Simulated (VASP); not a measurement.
Wanted: the native input for a VASP 6.6.1 run.

- Task: single point
- Functional: LDA
- Potentials or basis: VASP PAW LDA potentials, release 64 (K_sv, Br)
- Cutoff: 520 eV
- k mesh: 12 × 12 × 4
- Occupations: gaussian, width 0.01 eV
- Spin: no spin polarisation
- Dipole correction: no
- Further INCAR settings: ALGO = Normal; EDIFF = 1e-06; NBANDS = 24

The structure of KBr lies in POSCAR:

```
KBr
1.0
    4.5592982261      0.0000000000      0.0000000000
   -2.2796491130      3.9484680873      0.0000000000
    0.0000000000      0.0000000000      8.0200646050
K Br
2 2
Direct
    0.0000000000      0.0000000000      0.0000000000
    0.0000000000      0.0000000000      0.5000000000
    0.3333333333      0.6666666667      0.2500000000
    0.6666666667      0.3333333333      0.7500000000
```

One way to write it, as run:

INCAR

```
SYSTEM = KBr
PREC = Accurate
ENCUT = 520
EDIFF = 1E-6
ISMEAR = 0
SIGMA = 0.01
LREAL = .False.
LASPH = .True.
NELM = 80
ALGO = Normal
ISIF = 2
LWAVE = .False.
LCHARG = .True.
GGA = CA
LELF = .True.
LVHAR = .True.
NBANDS = 24
```

KPOINTS

```
regular mesh
0
Gamma
  12 12 4
  0 0 0
```

Potentials or basis: VASP PAW LDA potentials, release 64 (K_sv, Br).

Run with:

```sh
$ cat potpaw_LDA.64/K_sv/POTCAR potpaw_LDA.64/Br/POTCAR > POTCAR
$ mpirun -np 1 vasp_std > vasp.out
```

Results of the run:

```
Pressure               : -1.6 GPa
Band gap on the k mesh : 3.96 eV, direct
```

It took 89 s on 1 thread of Intel(R) Xeon(R) 6975P-C (Granite Rapids), on a shared host, peak memory 0.32 GiB.
